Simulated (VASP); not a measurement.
# GeSe5 (P-3m1) in VASP: further runs, part 2 of 2

VASP 6.6.1. Earlier steps stand in the parts before.

## 3. Relaxation of cell and atoms, PBE

This run uses another cell than the first one, of 25.57 Å³/atom, 1.113 times its volume.

Input file INCAR:

```
SYSTEM = GeSe5
  PREC = Accurate
  ENCUT = 600
  EDIFF = 1E-7
  ISMEAR = 0
  SIGMA = 0.2
  LREAL = .FALSE.
  LASPH = .TRUE.
  NELM = 60
  ALGO = Normal
  ISIF = 3
  LWAVE = .FALSE.
  LCHARG = .FALSE.
  GGA = PE
  IBRION = 2
  NSW = 36
  EDIFFG = -0.08
```

Input file KPOINTS:

```
regular mesh
0
G
  5 5 2
  0 0 0
```

Input file POSCAR:

```
GeSe5
1.0
    3.7500000000      0.0000000000      0.0000000000
   -1.8750000000      3.2475952600      0.0000000000
    0.0000000000      0.0000000000     12.6000000000
Ge Se
1 5
Direct
    0.0000000000      0.0000000000      0.0000000000
    0.6666666700      0.3333333300      0.8900000000
    0.3333333300      0.6666666700      0.1100000000
    0.3333333300      0.6666666700      0.6900000000
    0.0000000000      0.0000000000      0.5000000000
    0.6666666700      0.3333333300      0.3100000000
```

Potentials or basis: VASP PAW PBE potentials, release 64 (Ge_d, Se).

On the command line:

```bash
cat potpaw_PBE.64/Ge_d/POTCAR potpaw_PBE.64/Se/POTCAR > POTCAR
mpirun -np 1 vasp_std > vasp.out
```

OUTCAR:

```text
SYSTEM = GeSe5
   PREC = Accurate
   ENCUT = 600
   EDIFF = 1E-7
   ISMEAR = 0
   LREAL = .FALSE.
   LASPH = .TRUE.
   NELM = 60
   ISIF = 3
   GGA = PE
   IBRION = 2
   NSW = 36
   EDIFFG = -0.08

 ion  position               nearest neighbor table
   1  0.000  0.000  0.000-   2 2.57   3 2.57   3 2.57   2 2.57   2 2.57   3 2.57
   2  0.667  0.333  0.890-   1 2.57   1 2.57   1 2.57
   3  0.333  0.667  0.110-   1 2.57   1 2.57   1 2.57
   4  0.333  0.667  0.690-
   5  0.000  0.000  0.500-
   6  0.667  0.333  0.310-

  LATTYP: Found a hexagonal cell.
 ALAT       =     3.7500000000
 C/A-ratio  =     3.3600000000

  Lattice vectors:

 A1 = (   3.7500000000,   0.0000000000,   0.0000000000)
 A2 = (  -1.8750000000,   3.2475952600,   0.0000000000)
 A3 = (   0.0000000000,   0.0000000000,  12.6000000000)

Analysis of symmetry for initial positions (statically):
=====================================================================
 Subroutine PRICEL returns:
 Original cell was already a primitive cell.

 Routine SETGRP: Setting up the symmetry group for a
 hexagonal supercell.

 Subroutine GETGRP returns: Found 12 space group operations
 (whereof 12 operations were pure point group operations)
 out of a pool of 24 trial point group operations.

The static configuration has the point symmetry D_3d.

Analysis of symmetry for dynamics (positions and initial velocities):
=====================================================================
 Subroutine PRICEL returns:
 Original cell was already a primitive cell.

 Routine SETGRP: Setting up the symmetry group for a
 hexagonal supercell.

 Subroutine GETGRP returns: Found 12 space group operations
 (whereof 12 operations were pure point group operations)
 out of a pool of 24 trial point group operations.

The dynamic configuration has the point symmetry D_3d.

[... 101 lines left out ...]
   PSTRESS=    0.0 pullay stress
   NELECT =      44.0000    total number of electrons
   NUPDOWN=      -1.0000    fix difference up-down
   EMIN   =  10.00;   EMAX   =-10.00  energy-range for DOS
   EFERMI =   0.00;   METHOD = LEGACY
   ISMEAR =     0;   SIGMA  =   0.20  broadening in eV -4-tet -1-fermi 0-gaus
   EFERMI_NEDOS =   21; number of points for ismear=-14 and -15
   IALGO  =     38    algorithm
   IMIX   =      4    mixing-type and parameters
     AMIX     =   0.40;   BMIX     =  1.00
     AMIX_MAG =   1.60;   BMIX_MAG =  1.00
  volume/ion in A,a.u.               =      25.57       172.59
  Fermi-wavevector in a.u.,A,eV,Ry     =   1.079538  2.040030 15.856252  1.165402
  Thomas-Fermi vector in A             =   2.215505
   LORBIT       =      0    0 simple, 1 ext, 2 COOP (PROOUT), +10 PAW based schemes
   GGA     = PE    functional components
   LHFCALC =     F    Hartree Fock is set to
   AEXX    =    0.0000 exact exchange contribution
   IVDW    =     0    specifies the selected vdW correction
   LEPSILON=     F    determine dielectric tensor
   LRPA    =     F    only Hartree local field effects (RPA)
 conjugate gradient relaxation of ions
 non-spin polarized calculation
 Gauss-broadening in eV      SIGMA  =   0.20
  energy-cutoff  :      600.00
  volume of cell :      153.45
 maximum number of plane-waves:      5174
 NGX is ok and might be reduce to    30
   NGX = 15   NGY = 15   NGZ = 51

--------------------------------------- Ionic step        1  -------------------------------------------

 number of electron      44.0000008 magnetization

 Free energy of the ion-electron system (eV)
  ---------------------------------------------------
  ext. energy  EPLUGINS =         0.00000000
  ---------------------------------------------------
  free energy    TOTEN  =       -19.32137448 eV

  energy without entropy =      -19.22333308  energy(sigma->0) =      -19.27235378

------------------------ aborting loop because EDIFF is reached ----------------------------------------

  FORCE on cell =-STRESS in cart. coord.  units (eV):
  Direction    XX          YY          ZZ          XY          YZ          ZX
  --------------------------------------------------------------------------------------
  -------------------------------------------------------------------------------------
  Total       -1.8871781     -1.8871781     -7.6548162      0.0000000     -0.0000000      0.0000000
  in kB      -19.7042435    -19.7042435    -79.9248148      0.0000000     -0.0000000      0.0000000
  external PRESSURE =     -39.7777673 kB  Pullay stress =       0.0000000 kB
[... 698 lines left out ...]
     25       6.4454      0.00000
     26       7.4886      0.00000

[... ionic steps 4 to 15 ...]

--------------------------------------- Ionic step       16  -------------------------------------------

 number of electron      43.9999997 magnetization

------------------------ aborting loop because EDIFF is reached ----------------------------------------
[... 75 lines left out ...]
--------------------------------------- Ionic step       18  -------------------------------------------

 number of electron      43.9999995 magnetization

 Free energy of the ion-electron system (eV)
  ---------------------------------------------------
  ext. energy  EPLUGINS =         0.00000000
  ---------------------------------------------------
  free energy    TOTEN  =       -21.76322049 eV

  energy without entropy =      -21.73410717  energy(sigma->0) =      -21.74866383

 E-fermi :   4.4238     XC(G=0):  -9.9725

 val. band max:        4.2646284621   @ k =   0.2000  -0.0000   0.0000
 cond. band min:       4.4602716958   @ k =   0.0000   0.0000   0.5000
 fundamental gap:      0.1956432337
 Fermi energy:         4.4238179068
[... 321 lines left out ...]
  FREE ENERGIE OF THE ION-ELECTRON SYSTEM (eV)
  ---------------------------------------------------
  free  energy   TOTEN  =       -21.7632204882 eV

  energy  without entropy=      -21.7341071722  energy(sigma->0) =      -21.74866383

 reached required accuracy - stopping structural energy minimisation
```

OSZICAR:

```text
N       E                     dE             d eps       ncg     rms          rms(c)
DAV:   1     0.387913363842E+03    0.38791E+03   -0.21133E+04   630   0.248E+03
DAV:   2     0.344273824311E+02   -0.35349E+03   -0.34709E+03   608   0.602E+02
DAV:   3    -0.164837802562E+02   -0.50911E+02   -0.49428E+02   644   0.150E+02
[... 183 lines left out ...]
DAV:   2    -0.217632829396E+02   -0.20009E-03   -0.32626E-03   648   0.367E-01    0.578E-02
DAV:   3    -0.217632359320E+02    0.47008E-04   -0.95520E-05   702   0.839E-02    0.350E-02
DAV:   4    -0.217632203366E+02    0.15595E-04   -0.44575E-05   802   0.645E-02    0.779E-03
DAV:   5    -0.217632204150E+02   -0.78392E-07   -0.78033E-06   702   0.193E-02    0.331E-03
DAV:   6    -0.217632204882E+02   -0.73225E-07   -0.49814E-07   502   0.500E-03
  18 F= -.21763220E+02 E0= -.21748664E+02  d E =-.912472E-03
```

Wall time 7.3 min (1 thread of AMD EPYC 9R45 (Zen 5), shared host); peak memory 0.31 GiB.

What came out:

```yaml
Free_energy: -21.7632 eV
Relaxed_volume: 22.47 Å³/atom
Relaxed_cell: a = 3.840 Å, b = 3.840 Å, c = 10.559 Å, α = 90.00°, β = 90.00°, γ = 120.00°
Space_group_after_relaxing_to_0.05_Å: P-3m1 (No. 164)
Energy_gained_by_relaxing: 407.0 meV/atom
Ionic_steps: 18
Pressure_after_relaxing: -0.3 GPa
Largest_force_after_relaxing: 0.070 eV/Å
Band_gap_on_the_k_mesh: zero (band 22 reaches 4.54 eV, above the bottom of band 23 at 4.10 eV)
```

Forces in eV/Å, atoms in the order of the input:
```
Ge   0.000  0.000  0.000
Se   0.000  0.000  0.070
Se   0.000  0.000 -0.070
Se   0.000  0.000 -0.017
Se   0.000  0.000  0.000
Se   0.000  0.000  0.017
```

The path:
```
step  energy change (eV)  largest force (eV/Å)  pressure (GPa)  volume (Å³)
   1              0.0000                1.4429           -3.98       153.45
   2             -0.8222                1.7314           -0.61       139.67
   3             -1.1875                2.3697           14.10       115.90
   4             -1.3070                2.2547            6.69       124.65
   5             -1.7412                1.6556            6.05       124.44
   6             -2.2160                0.4462            6.41       123.54
   7             -2.2186                0.3328            6.58       123.40
   8             -2.4048                0.2201            1.63       130.59
   9             -2.4206                0.2870           -0.16       133.85
  10             -2.4207                0.2823           -0.05       133.61
  11             -2.4206                0.2782            0.06       133.40
  12             -2.4246                0.2475            0.08       133.43
  13             -2.4337                0.1543            0.11       133.54
  14             -2.4386                0.1276            0.21       133.74
  15             -2.4391                0.1001            0.18       133.69
  16             -2.4406                0.0922           -0.08       134.31
  17             -2.4409                0.0860           -0.32       134.87
  18             -2.4418                0.0698           -0.28       134.84
```

Final structure:
```yaml
crystal:
  lattice:
    - [3.84005, 0.00000, 0.00000]
    - [-1.92003, 3.32558, 0.00000]
    - [0.00000, 0.00000, 10.55861]
  atoms:
    - { symbol: Ge, position: [0.00000, 0.00000, 0.00000] }
    - { symbol: Se, position: [0.66667, 0.33333, 0.85639] }
    - { symbol: Se, position: [0.33333, 0.66667, 0.14361] }
    - { symbol: Se, position: [0.33333, 0.66667, 0.65350] }
    - { symbol: Se, position: [0.00000, 0.00000, 0.50000] }
    - { symbol: Se, position: [0.66667, 0.33333, 0.34650] }
```

Caveat: the k points lie up to 0.38 Å⁻¹ apart in the final cell; the relaxation stopped at a loose force limit of 0.08 eV/Å, so its end isn't a converged minimum.

## 4. Single point, PBE

This run uses another cell than the first one, of 26.13 Å³/atom, 1.137 times its volume.

Input file INCAR:

```
SYSTEM = GeSe5
PREC     = Accurate       ! precision mode
ENCUT    = 520            ! plane-wave cutoff, eV
EDIFF    = 1E-7           ! SCF threshold, eV
ISMEAR   = 0              ! smearing method
SIGMA    = 0.1            ! smearing width, eV
LREAL    = .False.        ! projectors in reciprocal space
LASPH    = .True.         ! aspherical terms in the spheres
NELM     = 100            ! most SCF steps
ALGO     = Normal         ! electronic algorithm
ISIF     = 2              ! what is computed and relaxed
LWAVE    = .False.        ! write WAVECAR
LCHARG   = .True.         ! write CHGCAR
GGA      = PE             ! functional
LELF     = .True.         ! ELF
LVHAR    = .True.       
NBANDS   = 31             ! bands
```

Input file KPOINTS:

```
Automatic mesh
0
Gamma
  12 12 4
  0 0 0
```

Input file POSCAR:

```
GeSe5
1.0
    3.6858358058      0.0000000000      0.0000000000
   -1.8429179029      3.1920274420      0.0000000000
    0.0000000000      0.0000000000     13.3270657862
Ge Se
1 5
Direct
    0.0000000000      0.0000000000      0.0000000000
    0.6666666667      0.3333333333      0.8873458421
    0.3333333333      0.6666666667      0.1126541579
    0.3333333333      0.6666666667      0.6197807781
    0.0000000000      0.0000000000      0.5000000000
    0.6666666667      0.3333333333      0.3802192219
```

On the command line:

```bash
cat potpaw_PBE.64/Ge_d/POTCAR potpaw_PBE.64/Se/POTCAR > POTCAR
mpirun -np 1 vasp_std > vasp.out
```

Run time: 3.5 min. Hardware: 1 thread of AMD EPYC 9R45 (Zen 5), shared host; peak memory 0.41 GiB.

Results (log left out):

```yaml
Free_energy: -21.8959 eV
Pressure: 0.1 GPa
Largest_force: 0.016 eV/Å
Band_gap_on_the_k_mesh: zero (band 22 reaches 2.72 eV, above the bottom of band 23 at 2.62 eV)
```

Forces on the atoms (eV/Å):
```
Ge   0.000  0.000  0.000
Se   0.000  0.000 -0.016
Se   0.000  0.000  0.016
Se   0.000  0.000  0.010
Se   0.000  0.000  0.000
Se   0.000  0.000 -0.010
```

Levels at points of the mesh, in eV from the Fermi level:
```tsv
k point	band 19	band 20	band 21	band 22	band 23	band 24	band 25	band 26
(0.00, 0.00, 0.00)	-0.49	-0.49	-0.26	-0.26	0.89	1.06	1.54	1.54
(0.50, 0.00, 0.00)	-1.38	-0.95	-0.90	-0.52	0.02	1.45	2.40	2.60
(0.00, 0.00, 0.50)	-0.49	-0.49	-0.27	-0.27	0.47	1.33	1.54	1.54
(0.50, 0.00, 0.50)	-1.25	-1.07	-0.88	-0.54	-0.11	1.53	2.41	2.76
```

Caveat: this functional lacks dispersion, which binds the layers, so the pressure and a relaxed spacing across them are unreliable.

## 5. Summary

```tsv
task	cell	k mesh	cutoff (eV)	smearing	gap on the mesh (eV)	pressure (GPa)	largest force (eV/Å)
single point	a = 3.727, b = 3.727, c = 11.462 Å, angles 90.0, 90.0, 120.0°, 6 atoms	5 × 5 × 2	520	gaussian 0.2 eV	none	0.6	0.05
relaxation of cell and atoms	relaxed from a = 3.750, b = 3.750, c = 12.600 Å, angles 90.0, 90.0, 120.0°, 6 atoms	5 × 5 × 2	600	gaussian 0.2 eV	none	-0.3	0.07
single point	a = 3.686, b = 3.686, c = 13.327 Å, angles 90.0, 90.0, 120.0°, 6 atoms	12 × 12 × 4	520	gaussian 0.1 eV	none	0.1	0.02
```

Alike in all rows: level PBE; potentials or basis VASP PAW PBE potentials, release 64 (Ge_d, Se); no spin polarisation.

Caveats: some runs use coarse meshes; the relaxation stopped at a loose force limit of 0.08 eV/Å, so its end isn't a converged minimum (some runs); this functional lacks dispersion, which binds the layers, so the pressure and a relaxed spacing across them are unreliable (some runs).

Absolute energies hang on the potentials; compare differences alone.
